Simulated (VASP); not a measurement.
NiMoIrPdW, 5 atoms in the cell. It takes space group P3m1 (No. 156, trigonal). Conventional cell: a = 2.731 Å, b = 2.731 Å, c = 10.897 Å, α = 90.00°, β = 90.00°, γ = 120.00°. Ni (site symmetry 3m) has 3 Mo at 2.57 Å and 3 Pd at 2.65 Å and 6 Ni at 2.73 Å within 3.4 Å. Within 3.4 Å of Mo (site symmetry 3m) lie 3 Ni at 2.57 Å and 6 Mo at 2.73 Å and 3 Ir at 2.79 Å. Within 3.5 Å of Pd (site symmetry 3m) lie 3 Ni at 2.65 Å and 3 W at 2.72 Å and 6 Pd at 2.73 Å. Ir (site symmetry 3m) has 3 W at 2.73 Å and 6 Ir at 2.73 Å and 3 Mo at 2.79 Å within 3.6 Å. Within 3.6 Å of W (site symmetry 3m) lie 3 Pd at 2.72 Å and 3 Ir at 2.73 Å and 6 W at 2.73 Å. 

- Program: VASP 6.6.1
- Task: single point
- Functional: PBE
- Potentials or basis: VASP PAW PBE potentials, release 64 (Ni, Mo_sv, Pd, Ir, W_sv)
- Cutoff: 520 eV
- k mesh: 8 × 8 × 2
- Occupations: fermi-dirac, width 0.05 eV
- Spin: collinear spin, ferromagnetic start
- Starting moments: [1.0, 1.0, 0.0, 0.6, 0.0] μB
- Dipole correction: no
- Further INCAR settings: ALGO = Normal; EDIFF = 1e-06; NBANDS = 40

Potentials or basis: VASP PAW PBE potentials, release 64 (Ni, Mo_sv, Pd, Ir, W_sv).

The run is started by

```console
$ cat potpaw_PBE.64/Ni/POTCAR potpaw_PBE.64/Mo_sv/POTCAR potpaw_PBE.64/Pd/POTCAR potpaw_PBE.64/Ir/POTCAR potpaw_PBE.64/W_sv/POTCAR > POTCAR
$ mpirun -np 1 vasp_std > vasp.out
```

Hardware: 1 thread of Intel(R) Xeon(R) Platinum 8375C CPU @ 2.90GHz (Ice Lake) (shared host).

Problem. Estimate the wall time of this run.

Solution. It took 3 min on 1 thread of Intel(R) Xeon(R) Platinum 8375C CPU @ 2.90GHz (Ice Lake), with other jobs on the host, peak memory 0.28 GiB. Counts: scf iterations 26, k points 20.
